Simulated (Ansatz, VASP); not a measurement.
# Two plane-wave programs on CaO

INCAR

```
ALGO = Normal
EDIFF = 1E-6
ENCUT = 600
GGA = PE
GGA_COMPAT = F
ISIF = 2
ISMEAR = 0
LASPH = T
LCHARG = T
LELF = T
LREAL = F
LVHAR = T
LWAVE = F
NBANDS = 15
NELM = 120
PREC = Accurate
SIGMA = 0.1
```

KPOINTS

```
k-points
0
Gamma
  6 6 6
```

POSCAR

```
CaO
1.0
    0.0000000000      2.4769459778      2.4769459778
    2.4769459778      0.0000000000      2.4769459778
    2.4769459778      2.4769459778      0.0000000000
Ca O
1 1
Direct
    0.0000000000      0.0000000000      0.0000000000
    0.5000000000      0.5000000000      0.5000000000
```

Input for Ansatz:

```yaml
crystal:
  lattice:
    - [0.0, 2.4769459778, 2.4769459778]
    - [2.4769459778, 0.0, 2.4769459778]
    - [2.4769459778, 2.4769459778, 0.0]
  atoms:
    - { symbol: Ca, position: [0.0, 0.0, 0.0] }
    - { symbol: O, position: [0.5, 0.5, 0.5] }
basis:
  ecutwfc: 420
kpoints:
  mp_grid: { grid: [6, 6, 6] }
hamiltonian:
  xc: pbe
scf:
  occupations: { method: gaussian, width: 0.1 }
output:
  forces: true
  stress: true
  eigenvalues: true
```

Alike in both runs: task single point; functional PBE; k mesh 6 × 6 × 6; occupations gaussian, width 0.1 eV; no spin polarisation.

|  | VASP | Ansatz |
| --- | --- | --- |
| version | VASP 6.6.1 | Ansatz 0.2.0 |
| potentials or method | VASP PAW PBE potentials, release 64 (Ca_sv, O), cutoff 600 eV | scalar-relativistic, plane waves, PAW |
| valence electrons in the cell | 16 | 16 |

```csv
,VASP,Ansatz,Ansatz less VASP
gap on the k mesh at the Fermi level (eV),3.64,3.66,+0.015
least direct gap on the mesh (eV),4.02,4.03,+0.013
pressure (GPa),-6.4,-6.8,-0.30
```
